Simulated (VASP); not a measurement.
Sc4InSb:

```xyz
6
Lattice="4.6412 0.0000 0.0000 0.0000 4.6412 0.0000 0.0000 0.0000 6.5777" Properties=species:S:1:pos:R:3 pbc="T T T"
Sc    2.3206    0.0000    4.9766
Sc    0.0000    2.3206    1.6012
Sc    2.3206    0.0000    1.6012
Sc    0.0000    2.3206    4.9766
In    0.0000    0.0000    0.0000
Sb    2.3206    2.3206    3.2889
```

The cell was generated, and may not be a known phase.

| Item | Value |
| --- | --- |
| Program | VASP 6.6.1 |
| Task | relaxation of cell and atoms |
| Functional | PBE |
| Potentials or basis | VASP PAW PBE potentials, release 64 (Sc_sv, In_d, Sb) |
| Cutoff | 600 eV |
| k mesh | 4 × 4 × 4 |
| Occupations | gaussian, width 0.1 eV |
| Spin | no spin polarisation |

At the start: pressure 9.5 GPa; volume 23.61 Å³/atom.

Task: Where does the relaxation end?

Result: Over 6 steps the energy falls by 83.2 meV/atom and the volume is 26.62 Å³/atom (+12.7 %); space group P4/mmm (No. 123, to 0.1 Å) before and after.

Step by step:
```csv
step,energy change (eV),largest force (eV/Å),pressure (GPa),volume (Å³)
1,0.0000,0.1579,9.49,141.69
2,-0.3430,0.0467,-3.80,172.35
3,-0.4956,0.0842,-0.02,160.21
4,-0.4955,0.0857,0.12,159.82
5,-0.4972,0.0632,0.13,159.80
6,-0.4991,0.0091,0.15,159.73
```

Final structure:
```
Sc In Sb
1.0
     4.85224    0.00000    0.00000
     0.00000    4.85224    0.00000
     0.00000    0.00000    6.78442
Sc In Sb
4 1 1
Direct
  0.50000 0.00000 0.75399
  0.00000 0.50000 0.24601
  0.50000 0.00000 0.24601
  0.00000 0.50000 0.75399
  0.00000 0.00000 0.00000
  0.50000 0.50000 0.50000
```
